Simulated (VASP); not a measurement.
# AlFe (P4/mmm) in VASP: notebook

AlFe is run at these levels: PBEsol; tasks: single point.

All numbers are computed with VASP 6.6.1; they aren't measurements. Logs are shortened: lines on timing, memory, paths and dates and some standing lists are left out, and cuts for length are marked.

## (1) The cell of the first run

It takes space group P4/mmm (No. 123, tetragonal). The conventional cell has a = 2.660 Å, b = 2.660 Å, c = 3.514 Å, α = 90.00°, β = 90.00°, γ = 90.00°. Al (site symmetry 4/mmm) has 8 Fe at 2.57 Å and 6 Al at 2.66 to 3.51 Å within 3.6 Å. Within 3.6 Å of Fe (site symmetry 4/mmm) lie 8 Al at 2.57 Å and 6 Fe at 2.66 to 3.51 Å.

## (2) Single point, PBEsol, collinear spin, ferromagnetic start (12.43 Å³/atom)

File INCAR:

```
ALGO     = Normal         # electronic algorithm
EDIFF    = 1E-7           # SCF threshold, eV
ENCUT    = 520            # plane-wave cutoff, eV
GGA      = PS             # functional
ISIF     = 2              # what is computed and relaxed
ISMEAR   = 0              # smearing method
ISPIN    = 2              # spin polarisation
LASPH    = T              # aspherical terms in the spheres
LCHARG   = F              # write CHGCAR
LMAXMIX  = 4              # l up to which the mixer works
LORBIT   = 11             # projections on sites
LREAL    = F              # projectors in reciprocal space
LWAVE    = F              # write WAVECAR
MAGMOM   = 0 0.75         # initial moments
NBANDS   = 16             # bands
NELM     = 150            # most SCF steps
PREC     = Accurate       # precision mode
SIGMA    = 0.15           # smearing width, eV
```

File KPOINTS:

```
k-points
0
Gamma
  18 18 18
```

File POSCAR:

```
AlFe
1.0
    2.6604628717      0.0000000000      0.0000000000
    0.0000000000      2.6604628717      0.0000000000
    0.0000000000      0.0000000000      3.5136733147
Al Fe
1 1
Direct
    0.0000000000      0.0000000000      0.0000000000
    0.5000000000      0.5000000000      0.5000000000
```

Potentials or basis: VASP PAW PBE potentials, release 64 (Al, Fe).

The run is started by

```console
> cat potpaw_PBE.64/Al/POTCAR potpaw_PBE.64/Fe/POTCAR > POTCAR
> mpirun -np 1 vasp_std > vasp.out
```

OUTCAR:

```text
EDIFF = 1E-7
   ENCUT = 520
   GGA = PS
   ISIF = 2
   ISMEAR = 0
   ISPIN = 2
   LASPH = T
   LORBIT = 11
   LREAL = F
   NELM = 150
   PREC = Accurate

 ion  position               nearest neighbor table
   1  0.000  0.000  0.000-   2 2.57   2 2.57   2 2.57   2 2.57   2 2.57   2 2.57   2 2.57   2 2.57

   2  0.500  0.500  0.500-   1 2.57   1 2.57   1 2.57   1 2.57   1 2.57   1 2.57   1 2.57   1 2.57

  LATTYP: Found a simple tetragonal cell.
 ALAT       =     2.6604628717
 C/A-ratio  =     1.3207000000

  Lattice vectors:

 A1 = (   2.6604628717,   0.0000000000,   0.0000000000)
 A2 = (   0.0000000000,   2.6604628717,   0.0000000000)
 A3 = (   0.0000000000,   0.0000000000,   3.5136733147)

Analysis of symmetry for initial positions (statically):
=====================================================================
 Subroutine PRICEL returns:
 Original cell was already a primitive cell.

 Routine SETGRP: Setting up the symmetry group for a
 simple tetragonal supercell.

 Subroutine GETGRP returns: Found 16 space group operations
 (whereof 16 operations were pure point group operations)
 out of a pool of 16 trial point group operations.

The static configuration has the point symmetry D_4h.

Analysis of symmetry for dynamics (positions and initial velocities):
=====================================================================
 Subroutine PRICEL returns:
 Original cell was already a primitive cell.

 Routine SETGRP: Setting up the symmetry group for a
 simple tetragonal supercell.

 Subroutine GETGRP returns: Found 16 space group operations
 (whereof 16 operations were pure point group operations)
 out of a pool of 16 trial point group operations.

The dynamic configuration has the point symmetry D_4h.

Analysis of structural, dynamic, and magnetic symmetry:
=====================================================================
 Subroutine PRICEL returns:
 Original cell was already a primitive cell.

 Routine SETGRP: Setting up the symmetry group for a
 simple tetragonal supercell.

 Subroutine GETGRP returns: Found 16 space group operations
 (whereof 16 operations were pure point group operations)
 out of a pool of 16 trial point group operations.

The overall configuration has the point symmetry D_4h.

 Subroutine INISYM returns: Found 16 space group operations
 (whereof 16 operations are pure point group operations),
 and found     1 'primitive' translations
[... 117 lines left out ...]
  Fermi-wavevector in a.u.,A,eV,Ry     =   1.247327  2.357107 21.168293  1.555826
  Thomas-Fermi vector in A             =   2.381465
   LORBIT       =     11    0 simple, 1 ext, 2 COOP (PROOUT), +10 PAW based schemes
   GGA     = PS    functional components
   LHFCALC =     F    Hartree Fock is set to
   AEXX    =    0.0000 exact exchange contribution
   IVDW    =     0    specifies the selected vdW correction
   LEPSILON=     F    determine dielectric tensor
   LRPA    =     F    only Hartree local field effects (RPA)
 spin polarized calculation
 Gauss-broadening in eV      SIGMA  =   0.15
  energy-cutoff  :      520.00
  volume of cell :       24.87
 maximum number of plane-waves:       688
 NGX is ok and might be reduce to    20
   NGX =  9   NGY =  9   NGZ = 13

 number of electron      11.0000011 magnetization       1.5562679

 Free energy of the ion-electron system (eV)
  ---------------------------------------------------
  ext. energy  EPLUGINS =         0.00000000
  ---------------------------------------------------
  free energy    TOTEN  =       -13.55987716 eV

  energy without entropy =      -13.53420906  energy(sigma->0) =      -13.54704311

 E-fermi :   7.9240     XC(G=0): -12.0372

 val. band max:        7.9229011832   @ k =   0.2222   0.1111   0.5000
 cond. band min:       7.9261858593   @ k =   0.3333   0.2222   0.1111
 fundamental gap:      0.0032846761
 Fermi energy:         7.9240018452

 spin component 1

 k-point     1 :       0.0000    0.0000    0.0000
  band No.  band energies     occupation
      1      -2.7989      1.00000
      2       4.3354      1.00000
      3       4.8225      1.00000
      4       6.7068      1.00000
      5       6.7068      1.00000
      6       6.8309      1.00000
[... 435 lines left out ...]
      5       6.1384      1.00000
      6       6.6044      1.00000
[... 8 lines left out ...]
     15      25.9697      0.00000
     16      29.9217      0.00000

 [... further k-points ...]

 spin component 2

 k-point     1 :       0.0000    0.0000    0.0000
  band No.  band energies     occupation
      1      -2.7623      1.00000
      2       5.3524      1.00000
      3       5.7299      1.00000
      4       8.1690      0.01044
      5       8.1691      0.01043
      6       8.3285      0.00007
[... 435 lines left out ...]
      5       8.0228      0.17588
      6       8.1472      0.01768
[... 8 lines left out ...]
     15      26.0209      0.00000
     16      30.0347      0.00000

 [... further k-points ...]

------------------------ aborting loop because EDIFF is reached ----------------------------------------

  FORCE on cell =-STRESS in cart. coord.  units (eV):
  Direction    XX          YY          ZZ          XY          YZ          ZX
  --------------------------------------------------------------------------------------
  -------------------------------------------------------------------------------------
  Total       -0.4808048     -0.4808048     -1.0819350     -0.0000000      0.0000000      0.0000000
  in kB      -30.9744486    -30.9744486    -69.7005142     -0.0000000      0.0000000      0.0000000
  external PRESSURE =     -43.8831371 kB  Pullay stress =       0.0000000 kB

 VOLUME and BASIS-vectors are now :
 -----------------------------------------------------------------------------
  energy-cutoff  :      520.00
  volume of cell :       24.87
      direct lattice vectors                 reciprocal lattice vectors
     2.660462872  0.000000000  0.000000000     0.375874443  0.000000000  0.000000000
     0.000000000  2.660462872  0.000000000     0.000000000  0.375874443  0.000000000
     0.000000000  0.000000000  3.513673315     0.000000000  0.000000000  0.284602440

 POSITION                                       TOTAL-FORCE (eV/Angst)
 -----------------------------------------------------------------------------------
      0.00000      0.00000      0.00000         0.000000      0.000000      0.000000
      1.33023      1.33023      1.75684         0.000000      0.000000      0.000000
 -----------------------------------------------------------------------------------
    total drift:                               -0.000000      0.000000      0.000000

  FREE ENERGIE OF THE ION-ELECTRON SYSTEM (eV)
  ---------------------------------------------------
  free  energy   TOTEN  =       -13.5598771575 eV

  energy  without entropy=      -13.5342090597  energy(sigma->0) =      -13.54704311

 total charge

# of ion       s       p       d       tot
------------------------------------------
    1        0.399   0.430   0.000   0.830
    2        0.442   0.496   6.364   7.302
--------------------------------------------------
tot          0.842   0.927   6.364   8.132

 magnetization (x)

# of ion       s       p       d       tot
------------------------------------------
    1       -0.012  -0.027   0.000  -0.038
    2        0.008   0.014   1.605   1.626
--------------------------------------------------
tot         -0.003  -0.013   1.605   1.588
```

Wall time 12 min (1 thread of Intel Xeon 8259CL, shared host); peak memory 0.42 GiB.

What came out:

- Free energy: -13.5599 eV
- Pressure: -4.4 GPa
- Net moment: 1.56 μB per cell
- Site moments: Al -0.04; Fe +1.63 μB
- Valence electrons inside the program's atomic spheres: Al 0.83; Fe 7.30

Stress tensor (GPa, compression positive):
```
-3.10  0.00  0.00
 0.00 -3.10  0.00
 0.00  0.00 -6.97
```

Caveat: the cell stands under tension; the PAW data sets were made with another functional, which shifts forces and pressure a little.

## (3) Single point, PBEsol, collinear spin, ferromagnetic start (12.44 Å³/atom)

File INCAR:

```
PREC     = Accurate       # precision mode
ENCUT    = 520            # plane-wave cutoff, eV
EDIFF    = 1E-7           # SCF threshold, eV
ISMEAR   = 0              # smearing method
SIGMA    = 0.15           # smearing width, eV
LREAL    = False          # projectors in reciprocal space
LASPH    = True           # aspherical terms in the spheres
NELM     = 150            # most SCF steps
ALGO     = Normal         # electronic algorithm
ISIF     = 2              # what is computed and relaxed
LWAVE    = False          # write WAVECAR
LCHARG   = False          # write CHGCAR
ISPIN    = 2              # spin polarisation
MAGMOM   = 0 0.75         # initial moments
LORBIT   = 11             # projections on sites
LMAXMIX  = 4              # l up to which the mixer works
GGA      = PS             # functional
NBANDS   = 16             # bands
```

File KPOINTS:

```
Automatic mesh
0
Gamma
  18 18 18
```

File POSCAR:

```
AlFe
1.0
    3.0105074349      0.0000000000      0.0000000000
    0.0000000000      3.0105074349      0.0000000000
    0.0000000000      0.0000000000      2.7440775269
Al Fe
1 1
Direct
    0.0000000000      0.0000000000      0.0000000000
    0.5000000000      0.5000000000      0.5000000000
```

Potentials or basis: VASP PAW PBE potentials, release 64 (Al, Fe).

The run is started by

```console
> cat potpaw_PBE.64/Al/POTCAR potpaw_PBE.64/Fe/POTCAR > POTCAR
> mpirun -np 1 vasp_std > vasp.out
```

Run time: 8.8 min. Hardware: 1 thread of Intel Xeon 8259CL, shared host; peak memory 0.43 GiB.

It converged, with:

- Free energy: -13.6291 eV
- Pressure: -11.1 GPa
- Net moment: 0.79 μB per cell
- Site moments: Al -0.03; Fe +0.84 μB
- Valence electrons inside the program's atomic spheres: Al 0.81; Fe 7.34

Stress tensor (GPa, compression positive):
```
-14.07   0.00   0.00
  0.00 -14.07   0.00
  0.00   0.00  -5.22
```

Levels at points of the mesh, in eV from the Fermi level:
Spin up:
```
           k point  band 2  band 3  band 4  band 5  band 6  band 7  band 8  band 9  band 10  band 11
(0.00, 0.00, 0.00)   -2.63   -2.52   -0.61   -0.48   -0.48    4.92    4.92    8.22     8.61     8.88
(0.50, 0.00, 0.00)   -6.09   -2.06   -1.53   -1.07   -0.40    0.31    8.29    9.52    10.25    12.61
(0.50, 0.50, 0.00)   -2.75   -2.58   -2.58   -0.94   -0.94   -0.02    2.25    3.18    13.82    16.06
(0.00, 0.00, 0.50)   -5.50   -1.87   -1.70   -1.70   -0.42    1.16    8.56    9.86     9.86    11.10
(0.50, 0.00, 0.50)   -2.51   -2.21   -1.70   -1.49   -1.16    0.22    3.25    3.78    11.54    14.59
(0.50, 0.50, 0.50)   -3.62   -3.48    0.05    0.38    2.72    2.72    2.97    3.79     4.92     5.79
```
Spin down:
| k point | band 2 | band 3 | band 4 | band 5 | band 6 | band 7 | band 8 | band 9 |
| --- | --- | --- | --- | --- | --- | --- | --- | --- |
| (0.00, 0.00, 0.00) | -2.14 | -2.07 | 0.06 | 0.55 | 0.55 | 4.94 | 4.94 | 8.27 |
| (0.50, 0.00, 0.00) | -5.99 | -1.54 | -0.97 | -0.13 | 0.64 | 0.98 | 8.20 | 9.61 |
| (0.50, 0.50, 0.00) | -2.58 | -2.58 | -2.39 | 0.03 | 0.03 | 0.72 | 2.64 | 3.67 |
| (0.00, 0.00, 0.50) | -5.52 | -1.27 | -0.83 | -0.83 | 0.27 | 1.75 | 8.46 | 9.91 |
| (0.50, 0.00, 0.50) | -2.24 | -2.11 | -1.69 | -0.58 | -0.55 | 0.89 | 3.67 | 4.42 |
| (0.50, 0.50, 0.50) | -3.10 | -3.10 | 0.80 | 1.01 | 2.77 | 2.77 | 3.08 | 3.71 |

Caveat: the stress differs along the axes, from -14 to -5 GPa; the PAW data sets were made with another functional, which shifts forces and pressure a little.
